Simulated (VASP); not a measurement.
AlInAsP3, 6 atoms in the cell. Symmetry: P-6m2, No. 187, hexagonal system. Conventional cell: a = 4.861 Å, b = 4.861 Å, c = 7.018 Å, α = 90.00°, β = 90.00°, γ = 120.00°. Al (site symmetry -6m2) has 3 As at 2.81 Å and 3 In at 2.81 Å and 6 P at 3.71 Å within 3.8 Å. In (site symmetry -6m2) has 3 As at 2.81 Å and 3 Al at 2.81 Å and 8 P at 3.51 to 3.71 Å within 3.8 Å. Within 3.1 Å of P (site symmetry 3m) lie 4 P at 2.16 to 3.01 Å and 1 As at 2.43 Å. Within 4.0 Å of P (site symmetry -6m2) lie 6 P at 3.01 Å and 2 In at 3.51 Å. Within 3.2 Å of As (site symmetry -6m2) lie 2 P at 2.43 Å and 3 Al at 2.81 Å and 3 In at 2.81 Å. The cell was generated, and may not be a known phase.

| Item | Value |
| --- | --- |
| Program | VASP 6.6.1 |
| Task | single point |
| Functional | PBE |
| Potentials or basis | VASP PAW PBE potentials, release 64 (Al, In_d, P, As) |
| Cutoff | 500 eV |
| k mesh | 6 × 6 × 4 |
| Occupations | gaussian, width 0.1 eV |
| Spin | no spin polarisation |
| Dipole correction | no |
| Further INCAR settings | ALGO = Normal; EDIFF = 1e-06; NBANDS = 27 |

Potentials or basis: VASP PAW PBE potentials, release 64 (Al, In_d, P, As).

Command:

```bash
$ cat potpaw_PBE.64/Al/POTCAR potpaw_PBE.64/In_d/POTCAR potpaw_PBE.64/P/POTCAR potpaw_PBE.64/As/POTCAR > POTCAR
$ mpirun -np 1 vasp_std > vasp.out
```

Hardware: 1 thread of Intel(R) Xeon(R) Platinum 8488C (Sapphire Rapids), on a shared host.

Question: How long does it take, and how much memory?

Answer: It took 94 s on 1 thread of Intel(R) Xeon(R) Platinum 8488C (Sapphire Rapids), with other jobs on the host, peak memory 0.3 GiB. Counts: scf iterations 15, k points 21.
